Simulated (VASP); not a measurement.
# Si6Ni3B in VASP: a series of runs, part 2 of 2

VASP 6.6.1.

### Step 3. Single point, PBEsol

INCAR reads:

```
ALGO = Normal
DIPOL = 0.5 0.5 0.486
EDIFF = 1E-6
ENCUT = 520
GGA = PS
IDIPOL = 3
ISIF = 2
ISMEAR = 0
LASPH = T
LCHARG = F
LDIPOL = T
LREAL = F
LWAVE = F
NBANDS = 40
NELM = 100
PREC = Accurate
SIGMA = 0.1
```

KPOINTS reads:

```
k-points
0
Gamma
  9 9 1
```

POSCAR reads:

```
Si6Ni3B
1.0
    3.8123023566      0.0000000000      0.0000000000
   -1.9061511783      3.3015506877      0.0000000000
    0.0000000000      0.0000000000     26.7818295990
Si Ni B
6 3 1
Direct
    0.0000000000      0.0000000000      0.3173793623
    0.3333333333      0.6666666667      0.3754921180
    0.6666666667      0.3333333333      0.4336048737
    0.0000000000      0.0000000000      0.4940771690
    0.3333333333      0.6666666667      0.5513097174
    0.6666666667      0.3333333333      0.6470813703
    0.6666666667      0.3333333333      0.3464357401
    0.3333333333      0.6666666667      0.4618704127
    0.0000000000      0.0000000000      0.5785821959
    0.0000000000      0.0000000000      0.6509010697
```

Potentials or basis: VASP PAW PBE potentials, release 64 (Si, Ni, B).

The run is started by

```console
$ cat potpaw_PBE.64/Si/POTCAR potpaw_PBE.64/Ni/POTCAR potpaw_PBE.64/B/POTCAR > POTCAR
$ mpirun -np 1 vasp_std > vasp.out
```

OUTCAR:

```text
EDIFF = 1E-6
   ENCUT = 520
   GGA = PS
   ISIF = 2
   ISMEAR = 0
   LASPH = T
   LREAL = F
   NELM = 100
   PREC = Accurate

 ion  position               nearest neighbor table
   1  0.000  0.000  0.317-   7 2.33   7 2.33   7 2.33   2 2.70   2 2.70   2 2.70
   2  0.333  0.667  0.375-   8 2.31   7 2.33   7 2.33   7 2.33   3 2.70   1 2.70   3 2.70   1 2.70
                             1 2.70   3 2.70
   3  0.667  0.333  0.434-   8 2.33   8 2.33   8 2.33   7 2.33   2 2.70   2 2.70   2 2.70   4 2.73
                             4 2.73   4 2.73
   4  0.000  0.000  0.494-   9 2.26   8 2.36   8 2.36   8 2.36   5 2.68   5 2.68   5 2.68   3 2.73
                             3 2.73   3 2.73
   5  0.333  0.667  0.551-   9 2.32   9 2.32   9 2.32   8 2.40   4 2.68   4 2.68   4 2.68
   6  0.667  0.333  0.647-  10 2.20  10 2.20  10 2.20   9 2.87   9 2.87   9 2.87
   7  0.667  0.333  0.346-   1 2.33   1 2.33   1 2.33   2 2.33   2 2.33   2 2.33   3 2.33
   8  0.333  0.667  0.462-   2 2.31   3 2.33   3 2.33   3 2.33   4 2.36   4 2.36   4 2.36   5 2.40

   9  0.000  0.000  0.579-  10 1.94   4 2.26   5 2.32   5 2.32   5 2.32   6 2.87   6 2.87   6 2.87

  10  0.000  0.000  0.651-   9 1.94   6 2.20   6 2.20   6 2.20

  LATTYP: Found a hexagonal cell.
 ALAT       =     3.8123023566
 C/A-ratio  =     7.0251063777

  Lattice vectors:

 A1 = (   3.8123023566,   0.0000000000,   0.0000000000)
 A2 = (  -1.9061511783,   3.3015506877,   0.0000000000)
 A3 = (   0.0000000000,   0.0000000000,  26.7818295990)

Analysis of symmetry for initial positions (statically):
=====================================================================
 Subroutine PRICEL returns:
 Original cell was already a primitive cell.

 Routine SETGRP: Setting up the symmetry group for a
 hexagonal supercell.

 Subroutine GETGRP returns: Found  6 space group operations
 (whereof  6 operations were pure point group operations)
 out of a pool of 24 trial point group operations.

The static configuration has the point symmetry C_3v.

Analysis of symmetry for dynamics (positions and initial velocities):
=====================================================================
 Subroutine PRICEL returns:
 Original cell was already a primitive cell.

 Routine SETGRP: Setting up the symmetry group for a
 hexagonal supercell.

 Subroutine GETGRP returns: Found  6 space group operations
 (whereof  6 operations were pure point group operations)
 out of a pool of 24 trial point group operations.

The dynamic configuration has the point symmetry C_3v.

 Subroutine INISYM returns: Found  6 space group operations
 (whereof  6 operations are pure point group operations),
 and found     1 'primitive' translations

----------------------------------------------------------------------------------------

                                     Primitive cell

  volume of cell :     337.0898

  direct lattice vectors                    reciprocal lattice vectors
     3.812302357  0.000000000  0.000000000     0.262308680  0.151443987  0.000000000
    -1.906151178  3.301550688  0.000000000     0.000000000  0.302887974  0.000000000
     0.000000000  0.000000000 26.781829599     0.000000000  0.000000000  0.037338749

  length of vectors
     3.812302357  3.812302357 26.781829599     0.302887974  0.302887974  0.037338749

  position of ions in fractional coordinates (direct lattice)
     0.000000000  0.000000000  0.317379362
     0.333333333  0.666666667  0.375492118
[... 71 lines left out ...]
   PREC   = accura    normal or accurate (medium, high low for compatibility)
   ISTART =      0    job   : 0-new  1-cont  2-samecut
   ICHARG =      2    charge: 1-file 2-atom 10-const
   ISPIN  =      1    spin polarized calculation?
   LNONCOLLINEAR =      F non collinear calculations
   LSORBIT =      F    spin-orbit coupling
   LASPH  =      T    aspherical Exc in radial PAW
   ENCUT  =  520.0 eV  38.22 Ry    6.18 a.u.   7.09  7.09 49.80*2*pi/ulx,y,z
   NELM   =    100;   NELMIN=  2; NELMDL= -5     # of ELM steps
   EDIFF  = 0.1E-05   stopping-criterion for ELM
   LREAL  =      F    real-space projection
   EDIFFG = 0.1E-04   stopping-criterion for IOM
   NSW    =      0    number of steps for IOM
   IBRION =     -1    ionic relax: 0-MD 1-quasi-New 2-CG
   NFREE  =      0    steps in history (QN), initial steepest desc. (CG)
   ISIF   =      2    stress and relaxation
   ISYM   =      2    0-nonsym 1-usesym 2-fastsym
   POTIM  = 0.5000    time-step for ionic-motion
   TEBEG  =    0.0;   TEEND  =   0.0 temperature during run
   PSTRESS=    0.0 pullay stress
   NELECT =      57.0000    total number of electrons
   NUPDOWN=      -1.0000    fix difference up-down
   EMIN   =  10.00;   EMAX   =-10.00  energy-range for DOS
   EFERMI =   0.00;   METHOD = LEGACY
   ISMEAR =     0;   SIGMA  =   0.10  broadening in eV -4-tet -1-fermi 0-gaus
   EFERMI_NEDOS =   21; number of points for ismear=-14 and -15
   IALGO  =     38    algorithm
   IMIX   =      4    mixing-type and parameters
     AMIX     =   0.40;   BMIX     =  1.00
     AMIX_MAG =   1.60;   BMIX_MAG =  1.00
  volume/ion in A,a.u.               =      33.71       227.48
  Fermi-wavevector in a.u.,A,eV,Ry     =   0.905283  1.710738 11.150494  0.819538
  Thomas-Fermi vector in A             =   2.028833
   LORBIT       =      0    0 simple, 1 ext, 2 COOP (PROOUT), +10 PAW based schemes
   GGA     = PS    functional components
   LHFCALC =     F    Hartree Fock is set to
   AEXX    =    0.0000 exact exchange contribution
   IVDW    =     0    specifies the selected vdW correction
   LEPSILON=     F    determine dielectric tensor
   LRPA    =     F    only Hartree local field effects (RPA)
 non-spin polarized calculation
 Gauss-broadening in eV      SIGMA  =   0.10
  energy-cutoff  :      520.00
  volume of cell :      337.09
 maximum number of plane-waves:      9099
   NGX = 15   NGY = 15   NGZ = 99

 dipolmoment           0.000000      0.000000     -0.101353 electrons x Angstroem

 number of electron      57.0000003 magnetization

 dipolmoment           0.000000      0.000000      0.051306 electrons x Angstroem

 Free energy of the ion-electron system (eV)
  ---------------------------------------------------
  ext. energy  EPLUGINS =         0.00000000
  ---------------------------------------------------
  free energy    TOTEN  =       -60.25596335 eV

  energy without entropy =      -60.23272268  energy(sigma->0) =      -60.24434302

 E-fermi :   0.5103     XC(G=0):  -5.2124

 val. band max:        0.4872940858   @ k =   0.3333  -0.0000   0.0000
 cond. band min:       0.5377155965   @ k =   0.2222  -0.0000   0.0000
 fundamental gap:      0.0504215107
 Fermi energy:         0.5103137810

 k-point     1 :       0.0000    0.0000    0.0000
  band No.  band energies     occupation
      1     -12.5434      2.00000
      2     -11.2157      2.00000
      3      -9.9448      2.00000
      4      -8.6747      2.00000
      5      -6.5034      2.00000
      6      -4.4596      2.00000
[... 505 lines left out ...]
     39       6.5460      0.00000
     40       6.6468      0.00000

------------------------ aborting loop because EDIFF is reached ----------------------------------------

 vacuum level on the upper side and lower side of the slab       (xc-potential included)         0.178        -0.539

  FORCE on cell =-STRESS in cart. coord.  units (eV):
  Direction    XX          YY          ZZ          XY          YZ          ZX
  --------------------------------------------------------------------------------------
  -------------------------------------------------------------------------------------
  Total      -11.5161880    -11.5161880     -1.0300627      0.0000000     -0.0000000      0.0000000
  in kB      -54.7360910    -54.7360910     -4.8958565      0.0000000     -0.0000000      0.0000000
  external PRESSURE =     -38.1226795 kB  Pullay stress =       0.0000000 kB

 VOLUME and BASIS-vectors are now :
 -----------------------------------------------------------------------------
  energy-cutoff  :      520.00
  volume of cell :      337.09
      direct lattice vectors                 reciprocal lattice vectors
     3.812302357  0.000000000  0.000000000     0.262308680  0.151443987  0.000000000
    -1.906151178  3.301550688  0.000000000     0.000000000  0.302887974  0.000000000
     0.000000000  0.000000000 26.781829599     0.000000000  0.000000000  0.037338749

 POSITION                                       TOTAL-FORCE (eV/Angst)
 -----------------------------------------------------------------------------------
      0.00000      0.00000      8.50000         0.000000     -0.000000      0.653061
     -0.00000      2.20103     10.05637         0.000000     -0.000000     -0.507526
      1.90615      1.10052     11.61273         0.000000     -0.000000     -0.104972
      0.00000      0.00000     13.23229         0.000000      0.000000     -0.007654
     -0.00000      2.20103     14.76508         0.000000     -0.000000      0.000079
      1.90615      1.10052     17.33002         0.000000     -0.000000     -0.003441
      1.90615      1.10052      9.27818         0.000000     -0.000000     -0.056818
     -0.00000      2.20103     12.36973        -0.000000      0.000000      0.003707
      0.00000      0.00000     15.49549        -0.000000      0.000000      0.009003
      0.00000      0.00000     17.43232         0.000000     -0.000000      0.014561
 -----------------------------------------------------------------------------------
    total drift:                                0.000001     -0.000002     -0.001982

  FREE ENERGIE OF THE ION-ELECTRON SYSTEM (eV)
  ---------------------------------------------------
  free  energy   TOTEN  =       -60.2559633479 eV

  energy  without entropy=      -60.2327226844  energy(sigma->0) =      -60.24434302

 vacuum level on the upper side and lower side of the slab         5.732         5.002
```

It took 5.4 min on 1 thread of AMD EPYC 9R45 (Zen 5), shared host; peak memory 0.45 GiB.

Results:

```yaml
Free_energy: -60.2560 eV
Largest_force: 0.653 eV/Å
Band_gap_on_the_k_mesh: zero (an odd number of electrons rules out a gap without spin polarisation)
```

Forces on the atoms (eV/Å):
```
Si   0.000  0.000  0.653
Si   0.000  0.000 -0.508
Si   0.000  0.000 -0.105
Si   0.000  0.000 -0.008
Si   0.000  0.000  0.000
Si   0.000  0.000 -0.003
Ni   0.000  0.000 -0.057
Ni   0.000  0.000  0.004
Ni   0.000  0.000  0.009
B    0.000  0.000  0.015
```

Caveat: the PAW data sets were made with another functional, which shifts forces and pressure a little. Spin polarisation is off, so any magnetic state and its effect on volume and gap are missing.
